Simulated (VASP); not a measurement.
# VCuC4N4 (P-43m) in VASP: single point with PBE

Aim: the single point of VCuC4N4 with PBE.

All numbers are computed with VASP 6.6.1; they aren't measurements. Logs are shortened: lines on timing, memory, paths and dates and some standing lists are left out, and cuts for length are marked.

### Step 1. The cell of the first run

Symmetry: P-43m, No. 215, cubic system. Conventional cell: a = 5.918 Å, b = 5.918 Å, c = 5.918 Å, α = 90.00°, β = 90.00°, γ = 90.00°. Within 2.7 Å of V (site symmetry -43m) lie 4 C at 2.02 Å. Cu (site symmetry -43m) has 4 N at 1.94 Å within 2.6 Å. C (site symmetry 3m) has 1 N at 1.17 Å within 1.6 Å. N (site symmetry 3m) has 1 C at 1.17 Å within 1.6 Å.

### Step 2. Single point, PBE, collinear spin, ferromagnetic start

The input, INCAR:

```
SYSTEM = VCuC4N4
ALGO = Normal ; EDIFF = 1E-6
ENCUT = 520 ; GGA = PE
ISIF = 2 ; ISMEAR = 0
ISPIN = 2 ; LASPH = .TRUE.
LCHARG = .TRUE. ; LELF = .TRUE.
LMAXMIX = 4 ; LORBIT = 11
LREAL = .FALSE. ; LVHAR = .TRUE.
LWAVE = .FALSE. ; MAGMOM = 1.46 0 0 0 0 0 0 0 0 0
NBANDS = 45 ; NELM = 150
PREC = Accurate ; SIGMA = 0.02
```

The input, KPOINTS:

```
k-points
0
G
  6 6 6
  0 0 0
```

The input, POSCAR:

```
VCuC4N4
1.0
    5.9182356894      0.0000000000      0.0000000000
    0.0000000000      5.9182356894      0.0000000000
    0.0000000000      0.0000000000      5.9182356894
V Cu C N
1 1 4 4
Direct
    0.0000000000      0.0000000000      0.0000000000
    0.5000000000      0.5000000000      0.5000000000
    0.1969439966      0.1969439966      0.1969439966
    0.1969439966      0.8030560034      0.8030560034
    0.8030560034      0.1969439966      0.8030560034
    0.8030560034      0.8030560034      0.1969439966
    0.3112113586      0.3112113586      0.3112113586
    0.3112113586      0.6887886414      0.6887886414
    0.6887886414      0.3112113586      0.6887886414
    0.6887886414      0.6887886414      0.3112113586
```

Potentials or basis: VASP PAW PBE potentials, release 64 (V_sv, Cu, C, N).

The run is started by

```console
> cat potpaw_PBE.64/V_sv/POTCAR potpaw_PBE.64/Cu/POTCAR potpaw_PBE.64/C/POTCAR potpaw_PBE.64/N/POTCAR > POTCAR
> mpirun -np 1 vasp_std > vasp.out
```

OUTCAR:

```text
SYSTEM = VCuC4N4
   EDIFF = 1E-6
   ENCUT = 520
   GGA = PE
   ISIF = 2
   ISMEAR = 0
   ISPIN = 2
   LASPH = .TRUE.
   LORBIT = 11
   LREAL = .FALSE.
   NELM = 150
   PREC = Accurate

 ion  position               nearest neighbor table
   1  0.000  0.000  0.000-   3 2.02   4 2.02   5 2.02   6 2.02
   2  0.500  0.500  0.500-   7 1.94   8 1.94   9 1.94  10 1.94
   3  0.197  0.197  0.197-   7 1.17   1 2.02
   4  0.197  0.803  0.803-   8 1.17   1 2.02
   5  0.803  0.197  0.803-   9 1.17   1 2.02
   6  0.803  0.803  0.197-  10 1.17   1 2.02
   7  0.311  0.311  0.311-   3 1.17   2 1.94
   8  0.311  0.689  0.689-   4 1.17   2 1.94
   9  0.689  0.311  0.689-   5 1.17   2 1.94
  10  0.689  0.689  0.311-   6 1.17   2 1.94

  LATTYP: Found a simple cubic cell.
 ALAT       =     5.9182356894

  Lattice vectors:

 A1 = (   5.9182356894,   0.0000000000,   0.0000000000)
 A2 = (   0.0000000000,   5.9182356894,   0.0000000000)
 A3 = (   0.0000000000,   0.0000000000,   5.9182356894)

Analysis of symmetry for initial positions (statically):
=====================================================================
 Subroutine PRICEL returns:
 Original cell was already a primitive cell.

 Routine SETGRP: Setting up the symmetry group for a
 simple cubic supercell.

 Subroutine GETGRP returns: Found 24 space group operations
 (whereof 24 operations were pure point group operations)
 out of a pool of 48 trial point group operations.

The static configuration has the point symmetry T_d .

Analysis of symmetry for dynamics (positions and initial velocities):
=====================================================================
 Subroutine PRICEL returns:
 Original cell was already a primitive cell.

 Routine SETGRP: Setting up the symmetry group for a
 simple cubic supercell.

 Subroutine GETGRP returns: Found 24 space group operations
 (whereof 24 operations were pure point group operations)
 out of a pool of 48 trial point group operations.

The dynamic configuration has the point symmetry T_d .

Analysis of structural, dynamic, and magnetic symmetry:
=====================================================================
 Subroutine PRICEL returns:
 Original cell was already a primitive cell.

 Routine SETGRP: Setting up the symmetry group for a
 simple cubic supercell.

 Subroutine GETGRP returns: Found 24 space group operations
 (whereof 24 operations were pure point group operations)
 out of a pool of 48 trial point group operations.

The overall configuration has the point symmetry T_d .

 Subroutine INISYM returns: Found 24 space group operations
 (whereof 24 operations are pure point group operations),
 and found     1 'primitive' translations

----------------------------------------------------------------------------------------

                                     Primitive cell

  volume of cell :     207.2892

  direct lattice vectors                    reciprocal lattice vectors
     5.918235689  0.000000000  0.000000000     0.168969276  0.000000000  0.000000000
     0.000000000  5.918235689  0.000000000     0.000000000  0.168969276  0.000000000
     0.000000000  0.000000000  5.918235689     0.000000000  0.000000000  0.168969276

  length of vectors
     5.918235689  5.918235689  5.918235689     0.168969276  0.168969276  0.168969276

  position of ions in fractional coordinates (direct lattice)
     0.000000000  0.000000000  0.000000000
     0.500000000  0.500000000  0.500000000
     0.196943997  0.196943997  0.196943997
     0.196943997  0.803056003  0.803056003
     0.803056003  0.196943997  0.803056003
     0.803056003  0.803056003  0.196943997
     0.311211359  0.311211359  0.311211359
     0.311211359  0.688788641  0.688788641
     0.688788641  0.311211359  0.688788641
     0.688788641  0.688788641  0.311211359

  ion indices of the primitive-cell ions
   primitive index   ion index
                 1           1
                 2           2
                 3           3
                 4           4
                 5           5
                 6           6
                 7           7
                 8           8
                 9           9
                10          10

----------------------------------------------------------------------------------------

 KPOINTS: k-points

Automatic generation of k-mesh.
 Grid dimensions read from file:
 generate k-points for:    6    6    6

 Generating k-lattice:

  Cartesian coordinates                     Fractional coordinates (reciprocal lattice)
     0.028161546  0.000000000  0.000000000     0.166666667  0.000000000  0.000000000
     0.000000000  0.028161546  0.000000000     0.000000000  0.166666667  0.000000000
     0.000000000  0.000000000  0.028161546     0.000000000  0.000000000  0.166666667

  Length of vectors
     0.028161546  0.028161546  0.028161546

  Shift w.r.t. Gamma in fractional coordinates (k-lattice)
     0.000000000  0.000000000  0.000000000

 Subroutine IBZKPT returns following result:
 ===========================================

 Found     20 irreducible k-points:

 Following reciprocal coordinates:
            Coordinates               Weight
  0.000000  0.000000  0.000000      1.000000
  0.166667  0.000000  0.000000      6.000000
  0.333333  0.000000  0.000000      6.000000
  0.500000  0.000000  0.000000      3.000000
  0.166667  0.166667  0.000000     12.000000
  0.333333  0.166667  0.000000     24.000000
[... 12 lines left out ...]
  0.500000  0.500000  0.333333      6.000000
  0.500000  0.500000  0.500000      1.000000
   k-points           NKPTS =     20   k-points in BZ     NKDIM =     20   number of bands    NBANDS=     45
   number of dos      NEDOS =    301   number of ions     NIONS =     10
   total plane-waves  NPLWV = 110592
   dimension x,y,z NGX =    48 NGY =   48 NGZ =   48
   dimension x,y,z NGXF=    96 NGYF=   96 NGZF=   96
   ions per type =               1   1   4   4
   NGX,Y,Z   is equivalent  to a cutoff of  13.48, 13.48, 13.48 a.u.
   NGXF,Y,Z  is equivalent  to a cutoff of  26.97, 26.97, 26.97 a.u.
 SYSTEM =  VCuC4N4
   PREC   = accura    normal or accurate (medium, high low for compatibility)
   ISTART =      0    job   : 0-new  1-cont  2-samecut
   ICHARG =      2    charge: 1-file 2-atom 10-const
   ISPIN  =      2    spin polarized calculation?
   LNONCOLLINEAR =      F non collinear calculations
   LSORBIT =      F    spin-orbit coupling
   LASPH  =      T    aspherical Exc in radial PAW
   ENCUT  =  520.0 eV  38.22 Ry    6.18 a.u.  11.00 11.00 11.00*2*pi/ulx,y,z
   NELM   =    150;   NELMIN=  2; NELMDL= -5     # of ELM steps
   EDIFF  = 0.1E-05   stopping-criterion for ELM
   LREAL  =      F    real-space projection
[... 7 lines left out ...]
   TEBEG  =    0.0;   TEEND  =   0.0 temperature during run
   PSTRESS=    0.0 pullay stress
   NELECT =      60.0000    total number of electrons
   NUPDOWN=      -1.0000    fix difference up-down
   EMIN   =  10.00;   EMAX   =-10.00  energy-range for DOS
   EFERMI =   0.00;   METHOD = LEGACY
   ISMEAR =     0;   SIGMA  =   0.02  broadening in eV -4-tet -1-fermi 0-gaus
   EFERMI_NEDOS =   21; number of points for ismear=-14 and -15
   IALGO  =     38    algorithm
   IMIX   =      4    mixing-type and parameters
     AMIX     =   0.40;   BMIX     =  1.00
     AMIX_MAG =   1.60;   BMIX_MAG =  1.00
  volume/ion in A,a.u.               =      20.73       139.89
  Fermi-wavevector in a.u.,A,eV,Ry     =   1.082928  2.046438 15.956007  1.172733
  Thomas-Fermi vector in A             =   2.218982
   LORBIT       =     11    0 simple, 1 ext, 2 COOP (PROOUT), +10 PAW based schemes
   GGA     = PE    functional components
   LHFCALC =     F    Hartree Fock is set to
   AEXX    =    0.0000 exact exchange contribution
   IVDW    =     0    specifies the selected vdW correction
   LEPSILON=     F    determine dielectric tensor
   LRPA    =     F    only Hartree local field effects (RPA)
 spin polarized calculation
 Gauss-broadening in eV      SIGMA  =   0.02
  energy-cutoff  :      520.00
  volume of cell :      207.29
 maximum number of plane-waves:      5632
 NGX is ok and might be reduce to    48
   NGX = 23   NGY = 23   NGZ = 23

 number of electron      60.0000031 magnetization       2.0000086

 Free energy of the ion-electron system (eV)
  ---------------------------------------------------
  ext. energy  EPLUGINS =         0.00000000
  ---------------------------------------------------
  free energy    TOTEN  =       -78.92356010 eV

  energy without entropy =      -78.92356010  energy(sigma->0) =      -78.92356010

 E-fermi :  -0.9645     XC(G=0):  -7.1089

 val. band max:       -1.0763223740   @ k =   0.5000   0.5000   0.0000
 cond. band min:      -0.0903441674   @ k =   0.0000   0.0000   0.0000
 fundamental gap:      0.9859782066
 Fermi energy:        -0.9644926292

 spin component 1

 k-point     1 :       0.0000    0.0000    0.0000
  band No.  band energies     occupation
      1     -66.0043      1.00000
      2     -39.8579      1.00000
      3     -39.8578      1.00000
      4     -39.8577      1.00000
      5     -18.5926      1.00000
      6     -18.4668      1.00000
[... 34 lines left out ...]
     41       4.4697      0.00000
     42       4.4697      0.00000
[... 813 lines left out ...]
      1     -66.0043      1.00000
      2     -39.8579      1.00000
      3     -39.8578      1.00000
      4     -39.8577      1.00000
      5     -18.5442      1.00000
      6     -18.4819      1.00000
[... 34 lines left out ...]
     41       4.3899      0.00000
     42       4.3899      0.00000
 Fermi energy:        -0.9644926292

 spin component 2

 k-point     1 :       0.0000    0.0000    0.0000
  band No.  band energies     occupation
      1     -64.3865      1.00000
      2     -38.2580      1.00000
      3     -38.2580      1.00000
      4     -38.2580      1.00000
      5     -18.5396      1.00000
      6     -18.4147      1.00000
[... 34 lines left out ...]
     41       4.5907      0.00000
     42       4.7095      0.00000
[... 813 lines left out ...]
      1     -64.3865      1.00000
      2     -38.2580      1.00000
      3     -38.2580      1.00000
      4     -38.2580      1.00000
      5     -18.4909      1.00000
      6     -18.4299      1.00000
[... 34 lines left out ...]
     41       4.8417      0.00000
     42       4.8417      0.00000
 [bands above 42 left out]

------------------------ aborting loop because EDIFF is reached ----------------------------------------

  FORCE on cell =-STRESS in cart. coord.  units (eV):
  Direction    XX          YY          ZZ          XY          YZ          ZX
  --------------------------------------------------------------------------------------
  -------------------------------------------------------------------------------------
  Total        0.6344343      0.6344343      0.6344343     -0.0000000     -0.0000000     -0.0000000
  in kB        4.9036610      4.9036610      4.9036610     -0.0000000     -0.0000000     -0.0000000
  external PRESSURE =       4.9036610 kB  Pullay stress =       0.0000000 kB

 VOLUME and BASIS-vectors are now :
 -----------------------------------------------------------------------------
  energy-cutoff  :      520.00
  volume of cell :      207.29
      direct lattice vectors                 reciprocal lattice vectors
     5.918235689  0.000000000  0.000000000     0.168969276  0.000000000  0.000000000
     0.000000000  5.918235689  0.000000000     0.000000000  0.168969276  0.000000000
     0.000000000  0.000000000  5.918235689     0.000000000  0.000000000  0.168969276

 POSITION                                       TOTAL-FORCE (eV/Angst)
 -----------------------------------------------------------------------------------
      0.00000      0.00000      0.00000        -0.000000      0.000000      0.000000
      2.95912      2.95912      2.95912        -0.000000      0.000000      0.000000
      1.16556      1.16556      1.16556        -0.198084     -0.198084     -0.198084
      1.16556      4.75267      4.75267        -0.198084      0.198084      0.198084
      4.75267      1.16556      4.75267         0.198084     -0.198084      0.198084
      4.75267      4.75267      1.16556         0.198084      0.198084     -0.198084
      1.84182      1.84182      1.84182         0.182429      0.182429      0.182429
      1.84182      4.07641      4.07641         0.182429     -0.182429     -0.182429
      4.07641      1.84182      4.07641        -0.182429      0.182429     -0.182429
      4.07641      4.07641      1.84182        -0.182429     -0.182429      0.182429
 -----------------------------------------------------------------------------------
    total drift:                                0.000000      0.000000      0.000000

  FREE ENERGIE OF THE ION-ELECTRON SYSTEM (eV)
  ---------------------------------------------------
  free  energy   TOTEN  =       -78.9235601020 eV

  energy  without entropy=      -78.9235601020  energy(sigma->0) =      -78.92356010

 total charge

# of ion       s       p       d       tot
------------------------------------------
    1        2.297   6.216   3.004  11.518
    2        0.353   0.488   9.161  10.002
    3        0.959   1.664   0.000   2.623
    4        0.959   1.664   0.000   2.623
    5        0.959   1.664   0.000   2.623
    6        0.959   1.664   0.000   2.623
    7        1.309   2.546   0.000   3.855
    8        1.309   2.546   0.000   3.855
    9        1.309   2.546   0.000   3.855
   10        1.309   2.546   0.000   3.855
--------------------------------------------------
tot         11.722  23.546  12.165  47.433

 magnetization (x)

# of ion       s       p       d       tot
------------------------------------------
    1        0.017   0.009   1.626   1.653
    2       -0.002  -0.005   0.048   0.041
    3       -0.009  -0.031   0.000  -0.039
    4       -0.009  -0.031   0.000  -0.039
    5       -0.009  -0.031   0.000  -0.039
    6       -0.009  -0.031   0.000  -0.039
    7        0.002   0.055   0.000   0.057
    8        0.002   0.055   0.000   0.057
    9        0.002   0.055   0.000   0.057
   10        0.002   0.055   0.000   0.057
--------------------------------------------------
tot         -0.011   0.102   1.674   1.766
```

Wall time 25 min (1 thread of Intel Xeon 8259CL, shared host); peak memory 0.58 GiB.

Results:

```
Free energy                                           : -78.9236 eV
Pressure                                              : 0.5 GPa
Largest force                                         : 0.343 eV/Å
Band gap on the k mesh                                : 0.99 eV (least direct gap 1.14 eV)
Net moment                                            : 2.00 μB per cell
Site moments                                          : V +1.65; Cu +0.04; C -0.04; N +0.06 μB
Valence electrons inside the program's atomic spheres : V 11.52; Cu 10.00; C 2.62; N 3.85
```

Forces on the atoms (eV/Å):
```
V    0.000  0.000  0.000
Cu   0.000  0.000  0.000
C   -0.198 -0.198 -0.198
C   -0.198  0.198  0.198
C    0.198 -0.198  0.198
C    0.198  0.198 -0.198
N    0.182  0.182  0.182
N    0.182 -0.182 -0.182
N   -0.182  0.182 -0.182
N   -0.182 -0.182  0.182
```

Caveat: a cell with one magnetic atom can't hold antiferromagnetic order, which such compounds often take. A k mesh can miss the band edges.
